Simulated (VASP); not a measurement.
**TaN: single point with PBE**

The system is TaN.

```xyz
2
Lattice="0.0000 2.2081 2.2081 2.2081 0.0000 2.2081 2.2081 2.2081 0.0000" Properties=species:S:1:pos:R:3 pbc="T T T"
Ta    2.2221    2.2081    2.2221
N    -0.1807    0.0000   -0.1807
```

This cell differs from its parent crystal: atoms displaced along several vibrational modes.

| Item | Value |
| --- | --- |
| Program | VASP 6.6.1 |
| Task | single point |
| Functional | PBE |
| Potentials or basis | VASP PAW PBE potentials, release 64 (Ta_pv, N) |
| Cutoff | 520 eV |
| k mesh | 18 × 18 × 18 |
| Occupations | gaussian, width 0.15 eV |
| Spin | no spin polarisation |

```json
{
  "Pressure": "13.1 GPa",
  "Largest force": "2.622 eV/Å",
  "Band gap on the k mesh": "zero (bands 8 and 9 overlap by 2.90 eV)"
}
```

Forces in eV/Å, atoms in the order of the input:
```
Ta  -1.854  0.000 -1.854
N    1.854  0.000  1.854
```

Stress tensor (GPa, compression positive):
```
18.96  0.00 -5.17
 0.00  1.40  0.00
-5.17  0.00 18.96
```

Levels at points of the mesh, in eV from the Fermi level:
```
           k point  band 4  band 5  band 6  band 7  band 8  band 9  band 10  band 11  band 12  band 13
(0.00, 0.00, 0.00)  -18.60   -5.00   -4.76   -4.66   -1.90   -0.82    -0.45     1.04     1.46     1.70
(0.50, 0.00, 0.00)  -15.74  -10.07   -7.20   -6.88    1.50    1.55     2.37     3.26     6.62     7.84
(0.00, 0.50, 0.00)  -15.88   -9.95   -7.48   -7.29    1.65    1.92     2.53     4.00     7.47     7.91
(0.50, 0.50, 0.00)  -17.28   -6.40   -6.32   -4.63   -3.20    2.60     3.61     3.67     3.98     5.87
(0.50, 0.00, 0.50)  -17.32   -6.84   -6.51   -4.87   -2.41    2.84     3.68     3.68     4.06     6.90
```

Wall time 2.8 min on 1 thread of Intel Xeon 8259CL (shared host), peak memory 0.38 GiB.

Caveat: the cell differs from its parent crystal (atoms displaced along several vibrational modes); the stress differs along the axes, from 1 to 19 GPa; spin-orbit coupling is left out, which moves the levels of the heavy elements; forces of over 1 eV/Å act on the atoms, so gaps and moduli don't describe the material at rest.
